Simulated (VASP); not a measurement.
# CdO (Monteponite) (Fm-3m) in VASP: notebook

The runs below take CdO (Monteponite) through single point, with r2SCAN, PBE.

Program: VASP 6.6.1. These are calculated values, not measurements. Logs are shortened: lines on timing, memory, paths and dates and some standing lists are left out, and cuts for length are marked.

**1. The cell of the first run**

The structure is cubic, space group Fm-3m (No. 225). Conventional cell: a = 4.610 Å, b = 4.610 Å, c = 4.610 Å, α = 90.00°, β = 90.00°, γ = 90.00°. Cd (site symmetry m-3m) has 6 O at 2.30 Å within 3.0 Å. Within 3.0 Å of O (site symmetry m-3m) lie 6 Cd at 2.30 Å.

**2. Single point, r2SCAN (volume changed by -6%)**

Contents of POSCAR:

```
CdO
1.0
    0.0000000000      2.3049700720      2.3049700720
    2.3049700720      0.0000000000      2.3049700720
    2.3049700720      2.3049700720      0.0000000000
Cd O
1 1
Direct
    0.0000000000      0.0000000000      0.0000000000
    0.5000000000      0.5000000000      0.5000000000
```

Contents of INCAR.step1:

```
PREC = Accurate ; ENCUT = 660
ISMEAR = -1 ; SIGMA = 0.02
LREAL = False ; LASPH = True
NELM = 120 ; NBANDS = 16
GGA = PE ; ALGO = Normal
EDIFF = 1E-5 ; LWAVE = True
LCHARG = False ; GGA_COMPAT = False
```

Contents of INCAR.step2:

```
PREC = Accurate ; ENCUT = 660
EDIFF = 1E-6 ; ISMEAR = -1
SIGMA = 0.02 ; LREAL = False
LASPH = True ; NELM = 120
ALGO = Normal ; ISIF = 2
LWAVE = False ; LCHARG = False
METAGGA = R2SCAN ; LMIXTAU = True
NBANDS = 16 ; ISTART = 1
GGA_COMPAT = False
```

Contents of KPOINTS:

```
regular mesh
0
Gamma
  8 8 8
```

Potentials or basis: VASP PAW PBE potentials, release 64 (Cd, O).

Started as:

```sh
cat potpaw_PBE.64/Cd/POTCAR potpaw_PBE.64/O/POTCAR > POTCAR
cp INCAR.step1 INCAR
mpirun -np 1 vasp_std > vasp.out
cp INCAR.step2 INCAR
mpirun -np 1 vasp_std > vasp.out
```

OUTCAR:

```text
PREC = Accurate
   ENCUT = 660
   EDIFF = 1E-6
   ISMEAR = -1
   LREAL = False
   LASPH = True
   NELM = 120
   ISIF = 2
   METAGGA = R2SCAN
   ISTART = 1

 ion  position               nearest neighbor table
   1  0.000  0.000  0.000-   2 2.30   2 2.30   2 2.30   2 2.30   2 2.30   2 2.30
   2  0.500  0.500  0.500-   1 2.30   1 2.30   1 2.30   1 2.30   1 2.30   1 2.30

  LATTYP: Found a face centered cubic cell.
 ALAT       =     4.6099401440

  Lattice vectors:

 A1 = (   0.0000000000,   2.3049700720,   2.3049700720)
 A2 = (   2.3049700720,   0.0000000000,   2.3049700720)
 A3 = (   2.3049700720,   2.3049700720,   0.0000000000)

Analysis of symmetry for initial positions (statically):
=====================================================================
 Subroutine PRICEL returns:
 Original cell was already a primitive cell.

 Routine SETGRP: Setting up the symmetry group for a
 face centered cubic supercell.

 Subroutine GETGRP returns: Found 48 space group operations
 (whereof 48 operations were pure point group operations)
 out of a pool of 48 trial point group operations.

The static configuration has the point symmetry O_h .

Analysis of symmetry for dynamics (positions and initial velocities):
=====================================================================
 Subroutine PRICEL returns:
 Original cell was already a primitive cell.

 Routine SETGRP: Setting up the symmetry group for a
 face centered cubic supercell.

 Subroutine GETGRP returns: Found 48 space group operations
 (whereof 48 operations were pure point group operations)
 out of a pool of 48 trial point group operations.

The dynamic configuration has the point symmetry O_h .

 Subroutine INISYM returns: Found 48 space group operations
 (whereof 48 operations are pure point group operations),
 and found     1 'primitive' translations

----------------------------------------------------------------------------------------

                                     Primitive cell

  volume of cell :      24.4921

  direct lattice vectors                    reciprocal lattice vectors
     0.000000000  2.304970072  2.304970072    -0.216922556  0.216922556  0.216922556
     2.304970072  0.000000000  2.304970072     0.216922556 -0.216922556  0.216922556
     2.304970072  2.304970072  0.000000000     0.216922556  0.216922556 -0.216922556

  length of vectors
     3.259719937  3.259719937  3.259719937     0.375720889  0.375720889  0.375720889

  position of ions in fractional coordinates (direct lattice)
     0.000000000  0.000000000  0.000000000
     0.500000000  0.500000000  0.500000000

  ion indices of the primitive-cell ions
   primitive index   ion index
                 1           1
                 2           2

----------------------------------------------------------------------------------------

 KPOINTS: regular mesh

Automatic generation of k-mesh.
 Grid dimensions read from file:
 generate k-points for:    8    8    8

 Generating k-lattice:

  Cartesian coordinates                     Fractional coordinates (reciprocal lattice)
    -0.027115320  0.027115320  0.027115320     0.125000000  0.000000000  0.000000000
     0.027115320 -0.027115320  0.027115320     0.000000000  0.125000000  0.000000000
     0.027115320  0.027115320 -0.027115320     0.000000000  0.000000000  0.125000000

  Length of vectors
     0.046965111  0.046965111  0.046965111

  Shift w.r.t. Gamma in fractional coordinates (k-lattice)
     0.000000000  0.000000000  0.000000000

 Subroutine IBZKPT returns following result:
 ===========================================

 Found     29 irreducible k-points:

 Following reciprocal coordinates:
            Coordinates               Weight
  0.000000  0.000000  0.000000      1.000000
  0.125000  0.000000  0.000000      8.000000
  0.250000  0.000000  0.000000      8.000000
  0.375000  0.000000  0.000000      8.000000
  0.500000  0.000000  0.000000      4.000000
  0.125000  0.125000  0.000000      6.000000
[... 16 lines left out ...]
  0.500000  0.250000  0.125000     48.000000
 -0.375000  0.250000  0.125000     24.000000
 [... further k-points ...]
   k-points           NKPTS =     29   k-points in BZ     NKDIM =     29   number of bands    NBANDS=     16
   number of dos      NEDOS =    301   number of ions     NIONS =      2
   total plane-waves  NPLWV =  21952
   dimension x,y,z NGX =    28 NGY =   28 NGZ =   28
   dimension x,y,z NGXF=    56 NGYF=   56 NGZF=   56
   ions per type =               1   1
   NGX,Y,Z   is equivalent  to a cutoff of  14.28, 14.28, 14.28 a.u.
   NGXF,Y,Z  is equivalent  to a cutoff of  28.56, 28.56, 28.56 a.u.
 SYSTEM =  unknown system
   PREC   = accura    normal or accurate (medium, high low for compatibility)
   ISTART =      1    job   : 0-new  1-cont  2-samecut
   ICHARG =      0    charge: 1-file 2-atom 10-const
   ISPIN  =      1    spin polarized calculation?
   LNONCOLLINEAR =      F non collinear calculations
   LSORBIT =      F    spin-orbit coupling
   LASPH  =      T    aspherical Exc in radial PAW
   ENCUT  =  660.0 eV  48.51 Ry    6.96 a.u.   6.83  6.83  6.83*2*pi/ulx,y,z
   NELM   =    120;   NELMIN=  2; NELMDL=  0     # of ELM steps
   EDIFF  = 0.1E-05   stopping-criterion for ELM
   LREAL  =      F    real-space projection
   EDIFFG = 0.1E-04   stopping-criterion for IOM
   NSW    =      0    number of steps for IOM
   IBRION =     -1    ionic relax: 0-MD 1-quasi-New 2-CG
   NFREE  =      0    steps in history (QN), initial steepest desc. (CG)
   ISIF   =      2    stress and relaxation
   ISYM   =      2    0-nonsym 1-usesym 2-fastsym
   POTIM  = 0.5000    time-step for ionic-motion
   TEBEG  =    0.0;   TEEND  =   0.0 temperature during run
   PSTRESS=    0.0 pullay stress
   NELECT =      18.0000    total number of electrons
   NUPDOWN=      -1.0000    fix difference up-down
   EMIN   =  10.00;   EMAX   =-10.00  energy-range for DOS
   EFERMI =   0.00;   METHOD = LEGACY
   ISMEAR =    -1;   SIGMA  =   0.02  broadening in eV -4-tet -1-fermi 0-gaus
   EFERMI_NEDOS =   21; number of points for ismear=-14 and -15
   IALGO  =     38    algorithm
   IMIX   =      4    mixing-type and parameters
     AMIX     =   0.40;   BMIX     =  1.00
     AMIX_MAG =   1.60;   BMIX_MAG =  1.00
  volume/ion in A,a.u.               =      12.25        82.64
  Fermi-wavevector in a.u.,A,eV,Ry     =   1.477374  2.791832 29.696527  2.182633
  Thomas-Fermi vector in A             =   2.591786
   LORBIT       =      0    0 simple, 1 ext, 2 COOP (PROOUT), +10 PAW based schemes
   METAGGA = R2SCAN    functional components
   LHFCALC =     F    Hartree Fock is set to
   AEXX    =    0.0000 exact exchange contribution
   IVDW    =     0    specifies the selected vdW correction
   LEPSILON=     F    determine dielectric tensor
   LRPA    =     F    only Hartree local field effects (RPA)
 non-spin polarized calculation
  energy-cutoff  :      660.00
  volume of cell :       24.49
 maximum number of plane-waves:       960
   NGX = 13   NGY = 13   NGZ = 13

 number of electron      18.0000002 magnetization

 Free energy of the ion-electron system (eV)
  ---------------------------------------------------
  ext. energy  EPLUGINS =         0.00000000
  ---------------------------------------------------
  free energy    TOTEN  =       -28.49255026 eV

  energy without entropy =      -28.49252904  energy(sigma->0) =      -28.49253965

 E-fermi :   2.4095     XC(G=0): -12.6832

 val. band max:        2.2892468452   @ k =   0.5000   0.0000   0.0000
 cond. band min:       2.4851367355   @ k =   0.0000   0.0000   0.0000
 fundamental gap:      0.1958898903
 Fermi energy:         2.4094995465

 k-point     1 :       0.0000    0.0000    0.0000
  band No.  band energies     occupation
      1     -16.4713      2.00000
      2      -4.7048      2.00000
      3      -4.7048      2.00000
      4      -4.7048      2.00000
      5      -4.3474      2.00000
      6      -4.3474      2.00000
[... 8 lines left out ...]
     15      22.4671      0.00000
     16      22.4671      0.00000

 k-point     2 :       0.1250    0.0000    0.0000
  band No.  band energies     occupation
      1     -16.3560      2.00000
      2      -4.7875      2.00000
      3      -4.6973      2.00000
      4      -4.6973      2.00000
      5      -4.4614      2.00000
      6      -4.4614      2.00000
[... 8 lines left out ...]
     15      22.4539      0.00000
     16      22.4539      0.00000

 k-point     3 :       0.2500    0.0000    0.0000
  band No.  band energies     occupation
      1     -16.0635      2.00000
      2      -5.1094      2.00000
      3      -4.9938      2.00000
      4      -4.9938      2.00000
      5      -4.3609      2.00000
      6      -4.3609      2.00000
[... 8 lines left out ...]
     15      23.2903      0.00000
     16      23.2903      0.00000

 k-point     4 :       0.3750    0.0000    0.0000
  band No.  band energies     occupation
      1     -15.7469      2.00000
      2      -5.6052      2.00000
      3      -5.3205      2.00000
      4      -5.3205      2.00000
      5      -4.1671      2.00000
      6      -4.1671      2.00000
[... 8 lines left out ...]
     15      24.7999      0.00000
     16      24.7999      0.00000
[... 324 lines left out ...]
 k-point    22 :       0.3750    0.2500    0.1250
  band No.  band energies     occupation
      1     -15.9219      2.00000
      2      -5.2796      2.00000
      3      -4.9793      2.00000
      4      -4.8819      2.00000
      5      -4.4002      2.00000
      6      -4.0916      2.00000
[... 8 lines left out ...]
     15      25.3636      0.00000
     16      25.9807      0.00000

 k-point    23 :       0.5000    0.2500    0.1250
  band No.  band energies     occupation
      1     -15.7256      2.00000
      2      -5.3569      2.00000
      3      -5.1583      2.00000
      4      -5.0026      2.00000
      5      -4.2297      2.00000
      6      -4.0094      2.00000
[... 8 lines left out ...]
     15      24.6348      0.00000
     16      26.2759      0.00000

 k-point    24 :      -0.3750    0.2500    0.1250
  band No.  band energies     occupation
      1     -15.6423      2.00000
      2      -5.4404      2.00000
      3      -5.1160      2.00000
      4      -5.1003      2.00000
      5      -4.0803      2.00000
      6      -4.0754      2.00000
[... 8 lines left out ...]
     15      23.3929      0.00000
     16      26.9754      0.00000

 [... further k-points ...]
[... 5 lines left out ...]
  --------------------------------------------------------------------------------------
  -------------------------------------------------------------------------------------
  Total        1.9484984      1.9484984      1.9484984     -0.0000000      0.0000000     -0.0000000
  in kB      127.4631824    127.4631824    127.4631824     -0.0000000      0.0000000     -0.0000000
  external PRESSURE =     127.4631824 kB  Pullay stress =       0.0000000 kB

 VOLUME and BASIS-vectors are now :
 -----------------------------------------------------------------------------
  energy-cutoff  :      660.00
  volume of cell :       24.49
      direct lattice vectors                 reciprocal lattice vectors
     0.000000000  2.304970072  2.304970072    -0.216922556  0.216922556  0.216922556
     2.304970072  0.000000000  2.304970072     0.216922556 -0.216922556  0.216922556
     2.304970072  2.304970072  0.000000000     0.216922556  0.216922556 -0.216922556

 POSITION                                       TOTAL-FORCE (eV/Angst)
 -----------------------------------------------------------------------------------
      0.00000      0.00000      0.00000         0.000000      0.000000      0.000000
      2.30497      2.30497      2.30497        -0.000000     -0.000000     -0.000000
 -----------------------------------------------------------------------------------
    total drift:                                0.000000      0.000000      0.000000

  FREE ENERGIE OF THE ION-ELECTRON SYSTEM (eV)
  ---------------------------------------------------
  free  energy   TOTEN  =       -28.4925502642 eV

  energy  without entropy=      -28.4925290411  energy(sigma->0) =      -28.49253965
```

It took 35 s on 1 thread of Intel Xeon 6975P-C (Granite Rapids), shared host; peak memory 0.17 GiB.

What came out:

```
Free energy            : -28.4926 eV
Pressure               : 12.7 GPa
Band gap on the k mesh : 0.20 eV, indirect (least direct gap 1.79 eV)
```

Levels at points of the mesh, in eV from the valence-band top:
| k point | band 7 | band 8 | band 9 | band 10 | band 11 | band 12 |
| --- | --- | --- | --- | --- | --- | --- |
| (0.00, 0.00, 0.00) | -1.60 | -1.60 | -1.60 | 0.20 | 15.82 | 18.19 |
| (0.50, 0.00, 0.00) | -3.98 | 0.00 | 0.00 | 5.11 | 8.46 | 13.13 |
| (0.50, 0.50, 0.00) | -4.78 | -2.64 | -2.64 | 4.83 | 9.59 | 12.01 |

Caveat: the cell differs from its parent crystal (volume changed by -6%); the PAW data sets were made with another functional, which shifts forces and pressure a little.

**3. Single point, PBE**

This run uses another cell than the first one, of 13.03 Å³/atom, 1.064 times its volume.

Contents of INCAR:

```
PREC     = Accurate       # precision mode
ENCUT    = 600            # plane-wave cutoff, eV
EDIFF    = 1E-6           # SCF threshold, eV
ISMEAR   = -1             # smearing method
SIGMA    = 0.02           # smearing width, eV
LREAL    = False          # projectors in reciprocal space
LASPH    = True           # aspherical terms in the spheres
NELM     = 120            # most SCF steps
ALGO     = Normal         # electronic algorithm
ISIF     = 2              # what is computed and relaxed
LWAVE    = False          # write WAVECAR
LCHARG   = True           # write CHGCAR
GGA      = PE             # functional
LELF     = True           # ELF
LVHAR    = True         
NBANDS   = 16             # bands
GGA_COMPAT= False
```

Contents of KPOINTS:

```
regular mesh
0
Gamma
  10 10 10
```

Contents of POSCAR:

```
CdO
1.0
    0.0000000000      2.3530040406      2.3530040406
    2.3530040406      0.0000000000      2.3530040406
    2.3530040406      2.3530040406      0.0000000000
Cd O
1 1
Direct
    0.0000000000      0.0000000000      0.0000000000
    0.5000000000      0.5000000000      0.5000000000
```

Potentials or basis: VASP PAW PBE potentials, release 64 (Cd, O).

Started as:

```sh
cat potpaw_PBE.64/Cd/POTCAR potpaw_PBE.64/O/POTCAR > POTCAR
mpirun -np 1 vasp_std > vasp.out
```

OUTCAR:

```text
PREC = Accurate
   ENCUT = 600
   EDIFF = 1E-6
   ISMEAR = -1
   LREAL = False
   LASPH = True
   NELM = 120
   ISIF = 2
   GGA = PE

 ion  position               nearest neighbor table
   1  0.000  0.000  0.000-   2 2.35   2 2.35   2 2.35   2 2.35   2 2.35   2 2.35
   2  0.500  0.500  0.500-   1 2.35   1 2.35   1 2.35   1 2.35   1 2.35   1 2.35

  LATTYP: Found a face centered cubic cell.
 ALAT       =     4.7060080812

  Lattice vectors:

 A1 = (   0.0000000000,   2.3530040406,   2.3530040406)
 A2 = (   2.3530040406,   0.0000000000,   2.3530040406)
 A3 = (   2.3530040406,   2.3530040406,   0.0000000000)

Analysis of symmetry for initial positions (statically):
=====================================================================
 Subroutine PRICEL returns:
 Original cell was already a primitive cell.

 Routine SETGRP: Setting up the symmetry group for a
 face centered cubic supercell.

 Subroutine GETGRP returns: Found 48 space group operations
 (whereof 48 operations were pure point group operations)
 out of a pool of 48 trial point group operations.

The static configuration has the point symmetry O_h .

Analysis of symmetry for dynamics (positions and initial velocities):
[... 153 lines left out ...]
  ---------------------------------------------------
  free energy    TOTEN  =        -7.70361760 eV

  energy without entropy =       -7.70344923  energy(sigma->0) =       -7.70353341

 E-fermi :   2.0440     XC(G=0): -11.6734

 val. band max:        1.9955813543   @ k =   0.5000   0.0000   0.0000
 cond. band min:       2.5931971632   @ k =   0.1000   0.0000   0.0000
 fundamental gap:      0.5976158089
 Fermi energy:         2.0440016078

 k-point     1 :       0.0000    0.0000    0.0000
  band No.  band energies     occupation
      1     -15.3388      2.00000
      2      -4.7014      2.00000
      3      -4.7014      2.00000
      4      -4.7014      2.00000
      5      -4.3980      2.00000
      6      -4.3980      2.00000
[... 433 lines left out ...]
      3      -4.7734      2.00000
      4      -4.4117      2.00000
      5      -4.2397      2.00000
      6      -4.1146      2.00000
[... 8 lines left out ...]
     15      25.6822      0.00000
     16      26.2294      0.00000

 [... further k-points ...]
[... 5 lines left out ...]
  --------------------------------------------------------------------------------------
  -------------------------------------------------------------------------------------
  Total        1.0796481      1.0796481      1.0796481      0.0000000      0.0000000      0.0000000
  in kB       66.3887936     66.3887936     66.3887936      0.0000000      0.0000000      0.0000000
  external PRESSURE =      66.3887936 kB  Pullay stress =       0.0000000 kB

 VOLUME and BASIS-vectors are now :
 -----------------------------------------------------------------------------
  energy-cutoff  :      600.00
  volume of cell :       26.06
      direct lattice vectors                 reciprocal lattice vectors
     0.000000000  2.353004041  2.353004041    -0.212494323  0.212494323  0.212494323
     2.353004041  0.000000000  2.353004041     0.212494323 -0.212494323  0.212494323
     2.353004041  2.353004041  0.000000000     0.212494323  0.212494323 -0.212494323

 POSITION                                       TOTAL-FORCE (eV/Angst)
 -----------------------------------------------------------------------------------
      0.00000      0.00000      0.00000        -0.000000      0.000000     -0.000000
      2.35300      2.35300      2.35300         0.000000     -0.000000      0.000000
 -----------------------------------------------------------------------------------
    total drift:                                0.000000      0.000000      0.000000

  FREE ENERGIE OF THE ION-ELECTRON SYSTEM (eV)
  ---------------------------------------------------
  free  energy   TOTEN  =        -7.7036175998 eV

  energy  without entropy=       -7.7034492267  energy(sigma->0) =       -7.70353341
```

Run time: 13 s. Hardware: 1 thread of Intel Xeon 6975P-C (Granite Rapids), shared host; peak memory 0.16 GiB.

Results:

```
Free energy            : -7.7036 eV
Pressure               : 6.6 GPa
Band gap on the k mesh : zero (band 9 reaches 2.00 eV, above the bottom of band 10 at 1.56 eV)
```

(Part 1 of 2 ends here.)
